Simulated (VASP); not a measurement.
# GaP (rocksalt type) (Fm-3m) in VASP: a series of runs

GaP (rocksalt type) is run at these levels: LDA; tasks: density of states.

All numbers are computed with VASP 6.6.1; they aren't measurements. Logs are shortened: lines on timing, memory, paths and dates and some standing lists are left out, and cuts for length are marked.

## 1. The cell of the first run

The structure is cubic, space group Fm-3m (No. 225). The conventional cell has a = 4.840 Å, b = 4.840 Å, c = 4.840 Å, α = 90.00°, β = 90.00°, γ = 90.00°. Ga (site symmetry m-3m) has 6 P at 2.42 Å within 3.2 Å. P (site symmetry m-3m) has 6 Ga at 2.42 Å within 3.2 Å.

## 2. Density of states, LDA (volume scaled by 0.88)

Input file POSCAR:

```
GaP
1.0
    0.0000000000      2.4200260118      2.4200260118
    2.4200260118      0.0000000000      2.4200260118
    2.4200260118      2.4200260118      0.0000000000
Ga P
1 1
Direct
    0.0000000000      0.0000000000      0.0000000000
    0.5000000000      0.5000000000      0.5000000000
```

Input file INCAR.step1:

```
SYSTEM = GaP
PREC = Accurate ; ENCUT = 400
EDIFF = 1E-6 ; ISMEAR = -1
SIGMA = 0.1 ; LREAL = .FALSE.
LASPH = .TRUE. ; NELM = 120
ALGO = Normal ; ISIF = 2
LWAVE = .FALSE. ; LCHARG = .TRUE.
GGA = CA ; NBANDS = 16
GGA_COMPAT = .FALSE. ; NEDOS = 2001
LORBIT = 11
```

Input file KPOINTS.step1:

```
regular mesh
0
G
  14 14 14
  0 0 0
```

Input file INCAR.step2:

```
SYSTEM = GaP
PREC = Accurate ; ENCUT = 400
EDIFF = 1E-6 ; ISMEAR = -5
SIGMA = 0.1 ; LREAL = .FALSE.
LASPH = .TRUE. ; NELM = 120
ALGO = Normal ; ISIF = 2
LWAVE = .FALSE. ; LCHARG = .FALSE.
GGA = CA ; LORBIT = 10
NEDOS = 1001 ; ICHARG = 11
GGA_COMPAT = .FALSE.
```

Input file KPOINTS.step2:

```
regular mesh
0
G
  21 21 21
  0 0 0
```

Potentials or basis: VASP PAW LDA potentials, release 64 (Ga_d, P).

On the command line:

```
$ cat potpaw_LDA.64/Ga_d/POTCAR potpaw_LDA.64/P/POTCAR > POTCAR
$ cp INCAR.step1 INCAR
$ cp KPOINTS.step1 KPOINTS
$ mpirun -np 1 vasp_std > vasp.out
$ cp INCAR.step2 INCAR
$ cp KPOINTS.step2 KPOINTS
$ mpirun -np 1 vasp_std > vasp.out
```

OUTCAR:

```text
SYSTEM = GaP
   PREC = Accurate
   ENCUT = 400
   EDIFF = 1E-6
   ISMEAR = -5
   LREAL = .FALSE.
   LASPH = .TRUE.
   NELM = 120
   ISIF = 2
   GGA = CA
   LORBIT = 10
   ICHARG = 11

 ion  position               nearest neighbor table
   1  0.000  0.000  0.000-   2 2.42   2 2.42   2 2.42   2 2.42   2 2.42   2 2.42
   2  0.500  0.500  0.500-   1 2.42   1 2.42   1 2.42   1 2.42   1 2.42   1 2.42

  LATTYP: Found a face centered cubic cell.
 ALAT       =     4.8400520236

  Lattice vectors:

 A1 = (   0.0000000000,   2.4200260118,   2.4200260118)
 A2 = (   2.4200260118,   0.0000000000,   2.4200260118)
 A3 = (   2.4200260118,   2.4200260118,   0.0000000000)

Analysis of symmetry for initial positions (statically):
=====================================================================
 Subroutine PRICEL returns:
 Original cell was already a primitive cell.

 Routine SETGRP: Setting up the symmetry group for a
 face centered cubic supercell.

 Subroutine GETGRP returns: Found 48 space group operations
 (whereof 48 operations were pure point group operations)
 out of a pool of 48 trial point group operations.

The static configuration has the point symmetry O_h .

Analysis of symmetry for dynamics (positions and initial velocities):
=====================================================================
 Subroutine PRICEL returns:
 Original cell was already a primitive cell.

 Routine SETGRP: Setting up the symmetry group for a
 face centered cubic supercell.

 Subroutine GETGRP returns: Found 48 space group operations
 (whereof 48 operations were pure point group operations)
 out of a pool of 48 trial point group operations.

The dynamic configuration has the point symmetry O_h .

 Subroutine INISYM returns: Found 48 space group operations
 (whereof 48 operations are pure point group operations),
 and found     1 'primitive' translations

----------------------------------------------------------------------------------------

                                     Primitive cell

  volume of cell :      28.3459

  direct lattice vectors                    reciprocal lattice vectors
     0.000000000  2.420026012  2.420026012    -0.206609349  0.206609349  0.206609349
     2.420026012  0.000000000  2.420026012     0.206609349 -0.206609349  0.206609349
     2.420026012  2.420026012  0.000000000     0.206609349  0.206609349 -0.206609349

  length of vectors
     3.422433607  3.422433607  3.422433607     0.357857891  0.357857891  0.357857891

  position of ions in fractional coordinates (direct lattice)
     0.000000000  0.000000000  0.000000000
     0.500000000  0.500000000  0.500000000

  ion indices of the primitive-cell ions
   primitive index   ion index
                 1           1
                 2           2

----------------------------------------------------------------------------------------

 KPOINTS: regular mesh

Automatic generation of k-mesh.
 Grid dimensions read from file:
 generate k-points for:   21   21   21

 Generating k-lattice:

  Cartesian coordinates                     Fractional coordinates (reciprocal lattice)
    -0.009838540  0.009838540  0.009838540     0.047619048  0.000000000  0.000000000
     0.009838540 -0.009838540  0.009838540     0.000000000  0.047619048  0.000000000
     0.009838540  0.009838540 -0.009838540     0.000000000  0.000000000  0.047619048

  Length of vectors
     0.017040852  0.017040852  0.017040852

  Shift w.r.t. Gamma in fractional coordinates (k-lattice)
     0.000000000  0.000000000  0.000000000

 TETIRR: Found   1276 inequivalent tetrahedra from    55566

 Subroutine IBZKPT returns following result:
 ===========================================

 Found    286 irreducible k-points:

 Following reciprocal coordinates:
            Coordinates               Weight
  0.000000  0.000000  0.000000      1.000000
  0.047619  0.000000  0.000000      8.000000
  0.095238  0.000000  0.000000      8.000000
  0.142857  0.000000  0.000000      8.000000
  0.190476  0.000000  0.000000      8.000000
  0.238095  0.000000  0.000000      8.000000
[... 16 lines left out ...]
 -0.428571  0.047619  0.000000     24.000000
 -0.380952  0.047619  0.000000     24.000000
 [... further k-points ...]
   k-points           NKPTS =    286   k-points in BZ     NKDIM =    286   number of bands    NBANDS=     13
   number of dos      NEDOS =   1001   number of ions     NIONS =      2
   total plane-waves  NPLWV =  13824
   dimension x,y,z NGX =    24 NGY =   24 NGZ =   24
   dimension x,y,z NGXF=    48 NGYF=   48 NGZF=   48
   ions per type =               1   1
   NGX,Y,Z   is equivalent  to a cutoff of  11.66, 11.66, 11.66 a.u.
   NGXF,Y,Z  is equivalent  to a cutoff of  23.32, 23.32, 23.32 a.u.
 SYSTEM =  GaP
   PREC   = accura    normal or accurate (medium, high low for compatibility)
   ISTART =      0    job   : 0-new  1-cont  2-samecut
   ICHARG =     11    charge: 1-file 2-atom 10-const
   ISPIN  =      1    spin polarized calculation?
   LNONCOLLINEAR =      F non collinear calculations
   LSORBIT =      F    spin-orbit coupling
   LASPH  =      T    aspherical Exc in radial PAW
   ENCUT  =  400.0 eV  29.40 Ry    5.42 a.u.   5.58  5.58  5.58*2*pi/ulx,y,z
   NELM   =    120;   NELMIN=  2; NELMDL=  0     # of ELM steps
   EDIFF  = 0.1E-05   stopping-criterion for ELM
   LREAL  =      F    real-space projection
   EDIFFG = 0.1E-04   stopping-criterion for IOM
   NSW    =      0    number of steps for IOM
   IBRION =     -1    ionic relax: 0-MD 1-quasi-New 2-CG
   NFREE  =      0    steps in history (QN), initial steepest desc. (CG)
   ISIF   =      2    stress and relaxation
   ISYM   =      2    0-nonsym 1-usesym 2-fastsym
   POTIM  = 0.5000    time-step for ionic-motion
   TEBEG  =    0.0;   TEEND  =   0.0 temperature during run
   PSTRESS=    0.0 pullay stress
   NELECT =      18.0000    total number of electrons
   NUPDOWN=      -1.0000    fix difference up-down
   EMIN   =  10.00;   EMAX   =-10.00  energy-range for DOS
   EFERMI =   0.00;   METHOD = LEGACY
   ISMEAR =    -5;   SIGMA  =   0.10  broadening in eV -4-tet -1-fermi 0-gaus
   EFERMI_NEDOS =   21; number of points for ismear=-14 and -15
   IALGO  =     38    algorithm
   IMIX   =      4    mixing-type and parameters
     AMIX     =   0.40;   BMIX     =  1.00
     AMIX_MAG =   1.60;   BMIX_MAG =  1.00
  volume/ion in A,a.u.               =      14.17        95.64
  Fermi-wavevector in a.u.,A,eV,Ry     =   1.407135  2.659099 26.939912  1.980028
  Thomas-Fermi vector in A             =   2.529424
   LORBIT       =     10    0 simple, 1 ext, 2 COOP (PROOUT), +10 PAW based schemes
   GGA     = CA    functional components
   LHFCALC =     F    Hartree Fock is set to
   AEXX    =    0.0000 exact exchange contribution
   IVDW    =     0    specifies the selected vdW correction
   LEPSILON=     F    determine dielectric tensor
   LRPA    =     F    only Hartree local field effects (RPA)
 non-spin polarized calculation
 Fermi weights with tetrahedron method with Bloechl corrections
  energy-cutoff  :      400.00
  volume of cell :       28.35
 maximum number of plane-waves:       533

 number of electron      17.9999985 magnetization

 Free energy of the ion-electron system (eV)
  ---------------------------------------------------
  ext. energy  EPLUGINS =         0.00000000
  ---------------------------------------------------
  free energy    TOTEN  =        -9.56313041 eV

  energy without entropy =       -9.56313041  energy(sigma->0) =       -9.56313041

 E-fermi :   8.7075     XC(G=0): -12.1359

 val. band max:        8.8666895811   @ k =   0.4286   0.0000   0.0000
 cond. band min:       8.6220557113   @ k =  -0.4762   0.2857   0.0000
 fundamental gap:     -0.2446338698
 Fermi energy:         8.7075252674

 k-point     1 :       0.0000    0.0000    0.0000
  band No.  band energies     occupation
      1      -6.4135      2.00000
      2      -6.4135      2.00000
      3      -6.3721      2.00000
      4      -6.3721      2.00000
      5      -6.3721      2.00000
      6      -6.2628      2.00000
      7       8.6636      2.00000
      8       8.6636      2.00000
      9       8.6636      2.00000
     10      12.1682      0.00000
     11      15.6861      0.00000
     12      15.6861      0.00000
     13      15.6861      0.00000

 k-point     2 :       0.0476    0.0000    0.0000
  band No.  band energies     occupation
      1      -6.4145      2.00000
      2      -6.4145      2.00000
      3      -6.3727      2.00000
      4      -6.3707      2.00000
      5      -6.3707      2.00000
      6      -6.2221      2.00000
      7       8.3040      2.00000
      8       8.6573      2.00000
      9       8.6573      1.94988
     10      12.4140      0.00000
     11      15.5815      0.00000
     12      15.7406      0.00000
     13      15.7406      0.00000

 k-point     3 :       0.0952    0.0000    0.0000
  band No.  band energies     occupation
      1      -6.4180      2.00000
      2      -6.4180      2.00000
      3      -6.3751      2.00000
      4      -6.3660      2.00000
      5      -6.3660      2.00000
      6      -6.0993      2.00000
      7       7.4578      2.00000
      8       8.6414      2.00000
      9       8.6414      1.85786
     10      12.8702      0.00000
     11      15.4291      0.00000
     12      15.7968      0.00000
     13      15.7968      0.00000
[... 305 lines left out ...]
 k-point    23 :      -0.4286    0.0476    0.0000
  band No.  band energies     occupation
      1      -6.4855      2.00000
      2      -6.4808      2.00000
      3      -6.4129      2.00000
      4      -6.2883      2.00000
      5      -6.2879      2.00000
      6      -3.0013      2.00000
      7       0.0306      2.00000
      8       8.3176      2.09593
      9       8.9273     -0.04874
     10      11.6003      0.00000
     11      11.6143      0.00000
     12      12.4627      0.00000
     13      15.5429      0.00000

 k-point    24 :      -0.3810    0.0476    0.0000
  band No.  band energies     occupation
      1      -6.4786      2.00000
      2      -6.4770      2.00000
      3      -6.4096      2.00000
      4      -6.2958      2.00000
      5      -6.2937      2.00000
      6      -3.5333      2.00000
      7       0.7958      2.00000
      8       8.1752      2.06273
      9       9.0230     -0.12128
     10      11.7137      0.00000
     11      11.9732      0.00000
     12      12.5725      0.00000
     13      15.6659      0.00000

 [... further k-points ...]
[... 5 lines left out ...]
  --------------------------------------------------------------------------------------
  -------------------------------------------------------------------------------------
  Total        3.1314731      3.1314731      3.1314731     -0.0000000     -0.0000000      0.0000000
  in kB      176.9983295    176.9983295    176.9983295     -0.0000000     -0.0000000      0.0000000
  external PRESSURE =     176.9983295 kB  Pullay stress =       0.0000000 kB

 VOLUME and BASIS-vectors are now :
 -----------------------------------------------------------------------------
  energy-cutoff  :      400.00
  volume of cell :       28.35
      direct lattice vectors                 reciprocal lattice vectors
     0.000000000  2.420026012  2.420026012    -0.206609349  0.206609349  0.206609349
     2.420026012  0.000000000  2.420026012     0.206609349 -0.206609349  0.206609349
     2.420026012  2.420026012  0.000000000     0.206609349  0.206609349 -0.206609349

 POSITION                                       TOTAL-FORCE (eV/Angst)
 -----------------------------------------------------------------------------------
      0.00000      0.00000      0.00000        -0.000000      0.000000      0.000000
      2.42003      2.42003      2.42003         0.000000     -0.000000      0.000000
 -----------------------------------------------------------------------------------
    total drift:                                0.000000     -0.000000     -0.000000

  FREE ENERGIE OF THE ION-ELECTRON SYSTEM (eV)
  ---------------------------------------------------
  free  energy   TOTEN  =        -9.5631304127 eV

  energy  without entropy=       -9.5631304127  energy(sigma->0) =       -9.56313041

 total charge

# of ion       s       p       d       tot
------------------------------------------
    1        0.921   0.854  10.063  11.838
    2        1.066   1.501   0.000   2.567
--------------------------------------------------
tot          1.988   2.355  10.063  14.405
```

Wall time 58 s (1 thread of AMD EPYC 9R45 (Zen 5), shared host); peak memory 0.15 GiB.

What came out:

* Valence electrons inside the program's atomic spheres: Ga 11.84; P 2.57

Caveat: the cell differs from its parent crystal (volume scaled by 0.88); tetrahedron occupations give inexact forces and stress in metals.

## 3. Density of states, LDA

This run uses another cell than the first one, of 16.11 Å³/atom, 1.136 times its volume.

Input file POSCAR:

```
GaP
1.0
    0.0000000000      2.5253746113      2.5253746113
    2.5253746113      0.0000000000      2.5253746113
    2.5253746113      2.5253746113      0.0000000000
Ga P
1 1
Direct
    0.0000000000      0.0000000000      0.0000000000
    0.5000000000      0.5000000000      0.5000000000
```

Input file INCAR.step1:

```
PREC = Accurate ; ENCUT = 400
EDIFF = 1E-6 ; ISMEAR = -1
SIGMA = 0.1 ; LREAL = False
LASPH = True ; NELM = 120
ALGO = Normal ; ISIF = 2
LWAVE = False ; LCHARG = True
GGA = CA ; NBANDS = 16
GGA_COMPAT = False ; NEDOS = 2001
LORBIT = 11
```

Input file KPOINTS.step1:

```
Automatic mesh
0
Gamma
  14 14 14
```

Input file INCAR.step2:

```
PREC = Accurate ; ENCUT = 400
EDIFF = 1E-6 ; ISMEAR = -5
SIGMA = 0.1 ; LREAL = False
LASPH = True ; NELM = 120
ALGO = Normal ; ISIF = 2
LWAVE = False ; LCHARG = False
GGA = CA ; LORBIT = 11
NBANDS = 16 ; NEDOS = 2001
ICHARG = 11 ; GGA_COMPAT = False
```

Input file KPOINTS.step2:

```
Automatic mesh
0
Gamma
  21 21 21
```

Potentials or basis: VASP PAW LDA potentials, release 64 (Ga_d, P).

On the command line:

```
$ cat potpaw_LDA.64/Ga_d/POTCAR potpaw_LDA.64/P/POTCAR > POTCAR
$ cp INCAR.step1 INCAR
$ cp KPOINTS.step1 KPOINTS
$ mpirun -np 1 vasp_std > vasp.out
$ cp INCAR.step2 INCAR
$ cp KPOINTS.step2 KPOINTS
$ mpirun -np 1 vasp_std > vasp.out
```

Run time: 74 s. Hardware: 1 thread of AMD EPYC 9R45 (Zen 5), shared host; peak memory 0.17 GiB.

The run converged. Its results:

- Valence electrons inside the program's atomic spheres: Ga 11.66; P 2.49

Levels at points of the mesh, in eV from the Fermi level:
| k point | band 5 | band 6 | band 7 | band 8 | band 9 | band 10 | band 11 | band 12 | band 13 | band 14 |
| --- | --- | --- | --- | --- | --- | --- | --- | --- | --- | --- |
| (0.00, 0.00, 0.00) | -14.84 | -13.73 | -0.01 | -0.01 | -0.01 | 1.95 | 7.08 | 7.08 | 7.08 | 8.87 |

Caveat: tetrahedron occupations give inexact forces and stress in metals.
